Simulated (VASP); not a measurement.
Wanted: the native input for a VASP 6.6.1 run.

```yaml
Task: single point
Functional: PBE
Potentials_or_basis: VASP PAW PBE potentials, release 64 (Nb_sv)
Cutoff: 520 eV
k_mesh: 6 × 6 × 6
Occupations: fermi-dirac, width 0.1 eV
Spin: no spin polarisation
Dipole_correction: no
Further_INCAR_settings: ALGO = Normal; EDIFF = 1e-06; NBANDS = 12
```

The structure of Nb lies in POSCAR:

```
Nb
1.0
    2.7205463199      0.0000000000      0.0000000000
    0.0000000000      2.7205463199      0.0000000000
    0.0000000000      0.0000000000      2.7205463199
Nb
1
Direct
    0.0000000000      0.0000000000      0.0000000000
```

One way to write it, as run:

INCAR

```
PREC     = Accurate       # precision mode
ENCUT    = 520            # plane-wave cutoff, eV
EDIFF    = 1E-6           # SCF threshold, eV
ISMEAR   = -1             # smearing method
SIGMA    = 0.1            # smearing width, eV
LREAL    = False          # projectors in reciprocal space
LASPH    = True           # aspherical terms in the spheres
NELM     = 80             # most SCF steps
ALGO     = Normal         # electronic algorithm
ISIF     = 2              # what is computed and relaxed
LWAVE    = False          # write WAVECAR
LCHARG   = True           # write CHGCAR
GGA      = PE             # functional
LELF     = True           # ELF
LVHAR    = True         
NBANDS   = 12             # bands
```

KPOINTS

```
regular mesh
0
Gamma
  6 6 6
```

Potentials or basis: VASP PAW PBE potentials, release 64 (Nb_sv).

Command:

```bash
$ cat potpaw_PBE.64/Nb_sv/POTCAR > POTCAR
$ mpirun -np 1 vasp_std > vasp.out
```

Results of the run:

```json
{"Pressure": "2.6 GPa"}
```

Caveat: the k points lie up to 0.38 Å⁻¹ apart.

Wall time 2.4 s on 1 thread of Intel(R) Xeon(R) 6975P-C (Granite Rapids) (shared host), peak memory 0.12 GiB.
